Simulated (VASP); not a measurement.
# Ga3Se (Pm-3m) in VASP: notebook

Runs on Ga3Se. Level: PBEsol. Tasks: single point.

All numbers are computed with VASP 6.6.1; they aren't measurements. Logs are shortened: lines on timing, memory, paths and dates and some standing lists are left out, and cuts for length are marked.

## Step 1: The cell of the first run

The structure is cubic, space group Pm-3m (No. 221). The conventional cell has a = 4.432 Å, b = 4.432 Å, c = 4.432 Å, α = 90.00°, β = 90.00°, γ = 90.00°. Ga (site symmetry 4/mmm) has 8 Ga at 3.13 Å and 4 Se at 3.13 Å within 4.1 Å. Within 4.1 Å of Se (site symmetry m-3m) lie 12 Ga at 3.13 Å.

## Step 2: Single point, PBEsol

File INCAR:

```
SYSTEM = Ga3Se
PREC = Accurate ; ENCUT = 520
EDIFF = 1E-6 ; ISMEAR = 0
SIGMA = 0.1 ; LREAL = .False.
LASPH = .True. ; NELM = 100
ALGO = Normal ; ISIF = 2
LWAVE = .False. ; LCHARG = .False.
GGA = PS ; NBANDS = 30
```

File KPOINTS:

```
Automatic mesh
0
Gamma
  4 4 4
  0 0 0
```

File POSCAR:

```
Ga3Se
1.0
    4.4324650000      0.0000000000      0.0000000000
    0.0000000000      4.4324650000      0.0000000000
    0.0000000000      0.0000000000      4.4324650000
Ga Se
3 1
Direct
    0.0000000000      0.5000000000      0.5000000000
    0.5000000000      0.0000000000      0.5000000000
    0.5000000000      0.5000000000      0.0000000000
    0.0000000000      0.0000000000      0.0000000000
```

Potentials or basis: VASP PAW PBE potentials, release 64 (Ga_d, Se).

The run is started by

```
> cat potpaw_PBE.64/Ga_d/POTCAR potpaw_PBE.64/Se/POTCAR > POTCAR
> mpirun -np 1 vasp_std > vasp.out
```

OUTCAR:

```text
SYSTEM = Ga3Se
   PREC = Accurate
   ENCUT = 520
   EDIFF = 1E-6
   ISMEAR = 0
   LREAL = .False.
   LASPH = .True.
   NELM = 100
   ISIF = 2
   GGA = PS

 ion  position               nearest neighbor table
   1  0.000  0.500  0.500-
   2  0.500  0.000  0.500-
   3  0.500  0.500  0.000-
   4  0.000  0.000  0.000-

  LATTYP: Found a simple cubic cell.
 ALAT       =     4.4324650000

  Lattice vectors:

 A1 = (   4.4324650000,   0.0000000000,   0.0000000000)
 A2 = (   0.0000000000,   4.4324650000,   0.0000000000)
 A3 = (   0.0000000000,   0.0000000000,   4.4324650000)

Analysis of symmetry for initial positions (statically):
=====================================================================
 Subroutine PRICEL returns:
 Original cell was already a primitive cell.

 Routine SETGRP: Setting up the symmetry group for a
 simple cubic supercell.

 Subroutine GETGRP returns: Found 48 space group operations
 (whereof 48 operations were pure point group operations)
 out of a pool of 48 trial point group operations.

The static configuration has the point symmetry O_h .

Analysis of symmetry for dynamics (positions and initial velocities):
=====================================================================
 Subroutine PRICEL returns:
 Original cell was already a primitive cell.

 Routine SETGRP: Setting up the symmetry group for a
 simple cubic supercell.

 Subroutine GETGRP returns: Found 48 space group operations
 (whereof 48 operations were pure point group operations)
 out of a pool of 48 trial point group operations.

The dynamic configuration has the point symmetry O_h .

 Subroutine INISYM returns: Found 48 space group operations
 (whereof 48 operations are pure point group operations),
 and found     1 'primitive' translations

----------------------------------------------------------------------------------------

                                     Primitive cell

  volume of cell :      87.0835

  direct lattice vectors                    reciprocal lattice vectors
     4.432465000  0.000000000  0.000000000     0.225608098  0.000000000  0.000000000
     0.000000000  4.432465000  0.000000000     0.000000000  0.225608098  0.000000000
     0.000000000  0.000000000  4.432465000     0.000000000  0.000000000  0.225608098

  length of vectors
     4.432465000  4.432465000  4.432465000     0.225608098  0.225608098  0.225608098

  position of ions in fractional coordinates (direct lattice)
     0.000000000  0.500000000  0.500000000
     0.500000000  0.000000000  0.500000000
     0.500000000  0.500000000  0.000000000
     0.000000000  0.000000000  0.000000000

  ion indices of the primitive-cell ions
   primitive index   ion index
                 1           1
                 2           2
                 3           3
                 4           4

----------------------------------------------------------------------------------------

 KPOINTS: Automatic mesh

Automatic generation of k-mesh.
 Grid dimensions read from file:
 generate k-points for:    4    4    4

 Generating k-lattice:

  Cartesian coordinates                     Fractional coordinates (reciprocal lattice)
     0.056402025  0.000000000  0.000000000     0.250000000  0.000000000  0.000000000
     0.000000000  0.056402025  0.000000000     0.000000000  0.250000000  0.000000000
     0.000000000  0.000000000  0.056402025     0.000000000  0.000000000  0.250000000

  Length of vectors
     0.056402025  0.056402025  0.056402025

  Shift w.r.t. Gamma in fractional coordinates (k-lattice)
     0.000000000  0.000000000  0.000000000

 Subroutine IBZKPT returns following result:
 ===========================================

 Found     10 irreducible k-points:

 Following reciprocal coordinates:
            Coordinates               Weight
  0.000000  0.000000  0.000000      1.000000
  0.250000  0.000000  0.000000      6.000000
  0.500000  0.000000  0.000000      3.000000
  0.250000  0.250000  0.000000     12.000000
  0.500000  0.250000  0.000000     12.000000
  0.500000  0.500000  0.000000      3.000000
  0.250000  0.250000  0.250000      8.000000
  0.500000  0.250000  0.250000     12.000000
  0.500000  0.500000  0.250000      6.000000
  0.500000  0.500000  0.500000      1.000000
   k-points           NKPTS =     10   k-points in BZ     NKDIM =     10   number of bands    NBANDS=     30
   number of dos      NEDOS =    301   number of ions     NIONS =      4
   total plane-waves  NPLWV =  46656
   dimension x,y,z NGX =    36 NGY =   36 NGZ =   36
   dimension x,y,z NGXF=    72 NGYF=   72 NGZF=   72
   ions per type =               3   1
   NGX,Y,Z   is equivalent  to a cutoff of  13.50, 13.50, 13.50 a.u.
   NGXF,Y,Z  is equivalent  to a cutoff of  27.00, 27.00, 27.00 a.u.
 SYSTEM =  Ga3Se
   PREC   = accura    normal or accurate (medium, high low for compatibility)
   ISTART =      0    job   : 0-new  1-cont  2-samecut
   ICHARG =      2    charge: 1-file 2-atom 10-const
   ISPIN  =      1    spin polarized calculation?
   LNONCOLLINEAR =      F non collinear calculations
   LSORBIT =      F    spin-orbit coupling
   LASPH  =      T    aspherical Exc in radial PAW
   ENCUT  =  520.0 eV  38.22 Ry    6.18 a.u.   8.24  8.24  8.24*2*pi/ulx,y,z
   NELM   =    100;   NELMIN=  2; NELMDL= -5     # of ELM steps
   EDIFF  = 0.1E-05   stopping-criterion for ELM
   LREAL  =      F    real-space projection
   EDIFFG = 0.1E-04   stopping-criterion for IOM
   NSW    =      0    number of steps for IOM
   IBRION =     -1    ionic relax: 0-MD 1-quasi-New 2-CG
   NFREE  =      0    steps in history (QN), initial steepest desc. (CG)
   ISIF   =      2    stress and relaxation
   ISYM   =      2    0-nonsym 1-usesym 2-fastsym
   POTIM  = 0.5000    time-step for ionic-motion
   TEBEG  =    0.0;   TEEND  =   0.0 temperature during run
   PSTRESS=    0.0 pullay stress
   NELECT =      45.0000    total number of electrons
   NUPDOWN=      -1.0000    fix difference up-down
   EMIN   =  10.00;   EMAX   =-10.00  energy-range for DOS
   EFERMI =   0.00;   METHOD = LEGACY
   ISMEAR =     0;   SIGMA  =   0.10  broadening in eV -4-tet -1-fermi 0-gaus
   EFERMI_NEDOS =   21; number of points for ismear=-14 and -15
   IALGO  =     38    algorithm
   IMIX   =      4    mixing-type and parameters
     AMIX     =   0.40;   BMIX     =  1.00
     AMIX_MAG =   1.60;   BMIX_MAG =  1.00
  volume/ion in A,a.u.               =      21.77       146.92
  Fermi-wavevector in a.u.,A,eV,Ry     =   1.313713  2.482557 23.481488  1.725841
  Thomas-Fermi vector in A             =   2.444016
   LORBIT       =      0    0 simple, 1 ext, 2 COOP (PROOUT), +10 PAW based schemes
   GGA     = PS    functional components
   LHFCALC =     F    Hartree Fock is set to
   AEXX    =    0.0000 exact exchange contribution
   IVDW    =     0    specifies the selected vdW correction
   LEPSILON=     F    determine dielectric tensor
   LRPA    =     F    only Hartree local field effects (RPA)
 non-spin polarized calculation
 Gauss-broadening in eV      SIGMA  =   0.10
  energy-cutoff  :      520.00
  volume of cell :       87.08
 maximum number of plane-waves:      2360
 NGX is ok and might be reduce to    36
   NGX = 17   NGY = 17   NGZ = 17

 number of electron      44.9999944 magnetization

 Free energy of the ion-electron system (eV)
  ---------------------------------------------------
  ext. energy  EPLUGINS =         0.00000000
  ---------------------------------------------------
  free energy    TOTEN  =       -13.89006617 eV

  energy without entropy =      -13.88026252  energy(sigma->0) =      -13.88516435

 E-fermi :   4.5061     XC(G=0): -10.4053

 val. band max:        4.4759442876   @ k =   0.5000   0.2500   0.2500
 cond. band min:       4.7175202679   @ k =   0.5000   0.2500   0.0000
 fundamental gap:      0.2415759804
 Fermi energy:         4.5060878238

 k-point     1 :       0.0000    0.0000    0.0000
  band No.  band energies     occupation
      1     -10.4979      2.00000
      2     -10.4766      2.00000
      3     -10.4766      2.00000
      4     -10.4766      2.00000
      5     -10.4239      2.00000
      6     -10.4239      2.00000
[... 22 lines left out ...]
     29      10.4426      0.00000
     30      11.5569      0.00000

 k-point     2 :       0.2500    0.0000    0.0000
  band No.  band energies     occupation
      1     -10.4702      2.00000
      2     -10.4622      2.00000
      3     -10.4467      2.00000
      4     -10.4467      2.00000
      5     -10.4195      2.00000
      6     -10.4030      2.00000
[... 22 lines left out ...]
     29      11.6098      0.00000
     30      11.8134      0.00000

 k-point     3 :       0.5000    0.0000    0.0000
  band No.  band energies     occupation
      1     -10.4631      2.00000
      2     -10.4227      2.00000
      3     -10.3955      2.00000
      4     -10.3915      2.00000
      5     -10.3915      2.00000
      6     -10.3717      2.00000
[... 22 lines left out ...]
     29       9.0268      0.00000
     30      10.6867      0.00000

 k-point     4 :       0.2500    0.2500    0.0000
  band No.  band energies     occupation
      1     -10.4506      2.00000
      2     -10.4504      2.00000
      3     -10.4305      2.00000
      4     -10.4212      2.00000
      5     -10.4084      2.00000
      6     -10.3883      2.00000
[... 22 lines left out ...]
     29       9.4604      0.00000
     30      10.1733      0.00000

 k-point     5 :       0.5000    0.2500    0.0000
  band No.  band energies     occupation
      1     -10.4363      2.00000
      2     -10.4180      2.00000
      3     -10.4143      2.00000
      4     -10.3988      2.00000
      5     -10.3838      2.00000
      6     -10.3786      2.00000
[... 22 lines left out ...]
     29       8.5825      0.00000
     30      10.9745      0.00000
[... 64 lines left out ...]
     29      10.3306      0.00000
     30      12.4746      0.00000

 k-point     8 :       0.5000    0.2500    0.2500
  band No.  band energies     occupation
      1     -10.4661      2.00000
      2     -10.4333      2.00000
      3     -10.4154      2.00000
      4     -10.4049      2.00000
      5     -10.3924      2.00000
      6     -10.3915      2.00000
[... 22 lines left out ...]
     29      10.7391      0.00000
     30      10.8806      0.00000

 k-point     9 :       0.5000    0.5000    0.2500
  band No.  band energies     occupation
      1     -10.4994      2.00000
      2     -10.4194      2.00000
      3     -10.4194      2.00000
      4     -10.4109      2.00000
      5     -10.3982      2.00000
      6     -10.3982      2.00000
[... 22 lines left out ...]
     29      10.8524      0.00000
     30      12.5047      0.00000

 k-point    10 :       0.5000    0.5000    0.5000
  band No.  band energies     occupation
      1     -10.5453      2.00000
      2     -10.4247      2.00000
      3     -10.4247      2.00000
      4     -10.4247      2.00000
      5     -10.4140      2.00000
      6     -10.4140      2.00000
[... 22 lines left out ...]
     29      13.0359      0.00000
     30      13.0359      0.00000

------------------------ aborting loop because EDIFF is reached ----------------------------------------

  FORCE on cell =-STRESS in cart. coord.  units (eV):
  Direction    XX          YY          ZZ          XY          YZ          ZX
  --------------------------------------------------------------------------------------
  -------------------------------------------------------------------------------------
  Total       -1.6666845     -1.6666845     -1.6666845     -0.0000000     -0.0000000     -0.0000000
  in kB      -30.6639459    -30.6639459    -30.6639459     -0.0000000     -0.0000000     -0.0000000
  external PRESSURE =     -30.6639459 kB  Pullay stress =       0.0000000 kB

 VOLUME and BASIS-vectors are now :
 -----------------------------------------------------------------------------
  energy-cutoff  :      520.00
  volume of cell :       87.08
      direct lattice vectors                 reciprocal lattice vectors
     4.432465000  0.000000000  0.000000000     0.225608098  0.000000000  0.000000000
     0.000000000  4.432465000  0.000000000     0.000000000  0.225608098  0.000000000
     0.000000000  0.000000000  4.432465000     0.000000000  0.000000000  0.225608098

 POSITION                                       TOTAL-FORCE (eV/Angst)
 -----------------------------------------------------------------------------------
      0.00000      2.21623      2.21623         0.000000      0.000000      0.000000
      2.21623      0.00000      2.21623         0.000000      0.000000      0.000000
      2.21623      2.21623      0.00000         0.000000      0.000000      0.000000
      0.00000      0.00000      0.00000         0.000000      0.000000      0.000000
 -----------------------------------------------------------------------------------
    total drift:                                0.000000      0.000000      0.000000

  FREE ENERGIE OF THE ION-ELECTRON SYSTEM (eV)
  ---------------------------------------------------
  free  energy   TOTEN  =       -13.8900661748 eV

  energy  without entropy=      -13.8802625186  energy(sigma->0) =      -13.88516435
```

It took 28 s on 1 thread of Intel Xeon 8259CL, shared host; peak memory 0.21 GiB.

Results:

| Property | Result |
| --- | --- |
| Free energy | -13.8901 eV |
| Pressure | -3.1 GPa |
| Band gap on the k mesh | zero (an odd number of electrons rules out a gap without spin polarisation) |

Caveat: the cell stands under tension; the PAW data sets were made with another functional, which shifts forces and pressure a little.

## Step 3: Single point, PBEsol

File INCAR:

```
ALGO = Normal
EDIFF = 1E-6
ENCUT = 520
GGA = PS
ISIF = 2
ISMEAR = 0
LASPH = True
LCHARG = False
LREAL = False
LWAVE = False
NBANDS = 30
NELM = 80
PREC = Accurate
SIGMA = 0.1
```

File KPOINTS:

```
k-points
0
Gamma
  6 6 6
```

POSCAR is that of step 2.

Potentials or basis: VASP PAW PBE potentials, release 64 (Ga_d, Se).

The run is started by

```
> cat potpaw_PBE.64/Ga_d/POTCAR potpaw_PBE.64/Se/POTCAR > POTCAR
> mpirun -np 1 vasp_std > vasp.out
```

OUTCAR:

```text
EDIFF = 1E-6
   ENCUT = 520
   GGA = PS
   ISIF = 2
   ISMEAR = 0
   LASPH = True
   LREAL = False
   NELM = 80
   PREC = Accurate

 ion  position               nearest neighbor table
   1  0.000  0.500  0.500-
   2  0.500  0.000  0.500-
   3  0.500  0.500  0.000-
   4  0.000  0.000  0.000-

  LATTYP: Found a simple cubic cell.
 ALAT       =     4.4324650000

  Lattice vectors:

 A1 = (   4.4324650000,   0.0000000000,   0.0000000000)
 A2 = (   0.0000000000,   4.4324650000,   0.0000000000)
 A3 = (   0.0000000000,   0.0000000000,   4.4324650000)

Analysis of symmetry for initial positions (statically):
=====================================================================
 Subroutine PRICEL returns:
 Original cell was already a primitive cell.

 Routine SETGRP: Setting up the symmetry group for a
 simple cubic supercell.
[... 161 lines left out ...]
  ext. energy  EPLUGINS =         0.00000000
  ---------------------------------------------------
  free energy    TOTEN  =       -13.94562790 eV

  energy without entropy =      -13.94003343  energy(sigma->0) =      -13.94283066

 E-fermi :   4.4792     XC(G=0): -10.4077

 val. band max:        4.4378848337   @ k =   0.5000   0.1667   0.0000
 cond. band min:       4.5944479639   @ k =   0.5000   0.3333   0.1667
 fundamental gap:      0.1565631302
 Fermi energy:         4.4792278442

 k-point     1 :       0.0000    0.0000    0.0000
  band No.  band energies     occupation
      1     -10.4941      2.00000
      2     -10.4706      2.00000
      3     -10.4706      2.00000
      4     -10.4706      2.00000
      5     -10.4172      2.00000
      6     -10.4172      2.00000
[... 649 lines left out ...]
     29      13.0403      0.00000
     30      13.0403      0.00000

------------------------ aborting loop because EDIFF is reached ----------------------------------------

  FORCE on cell =-STRESS in cart. coord.  units (eV):
  Direction    XX          YY          ZZ          XY          YZ          ZX
  --------------------------------------------------------------------------------------
  -------------------------------------------------------------------------------------
  Total       -1.9450178     -1.9450178     -1.9450178      0.0000000      0.0000000     -0.0000000
  in kB      -35.7847683    -35.7847683    -35.7847683      0.0000000      0.0000000     -0.0000000
  external PRESSURE =     -35.7847683 kB  Pullay stress =       0.0000000 kB

 VOLUME and BASIS-vectors are now :
 -----------------------------------------------------------------------------
  energy-cutoff  :      520.00
  volume of cell :       87.08
      direct lattice vectors                 reciprocal lattice vectors
     4.432465000  0.000000000  0.000000000     0.225608098  0.000000000  0.000000000
     0.000000000  4.432465000  0.000000000     0.000000000  0.225608098  0.000000000
     0.000000000  0.000000000  4.432465000     0.000000000  0.000000000  0.225608098

 POSITION                                       TOTAL-FORCE (eV/Angst)
 -----------------------------------------------------------------------------------
      0.00000      2.21623      2.21623         0.000000      0.000000      0.000000
      2.21623      0.00000      2.21623         0.000000      0.000000      0.000000
      2.21623      2.21623      0.00000         0.000000      0.000000      0.000000
      0.00000      0.00000      0.00000         0.000000      0.000000      0.000000
 -----------------------------------------------------------------------------------
    total drift:                                0.000000      0.000000      0.000000

  FREE ENERGIE OF THE ION-ELECTRON SYSTEM (eV)
  ---------------------------------------------------
  free  energy   TOTEN  =       -13.9456279011 eV

  energy  without entropy=      -13.9400334250  energy(sigma->0) =      -13.94283066
```

Run time: 69 s. Hardware: 1 thread of Intel Xeon 8259CL, shared host; peak memory 0.22 GiB.

What came out:

| Item | Value |
| --- | --- |
| Free energy | -13.9456 eV |
| Pressure | -3.6 GPa |
| Band gap on the k mesh | zero (an odd number of electrons rules out a gap without spin polarisation) |

Caveat: the cell stands under tension; the PAW data sets were made with another functional, which shifts forces and pressure a little.
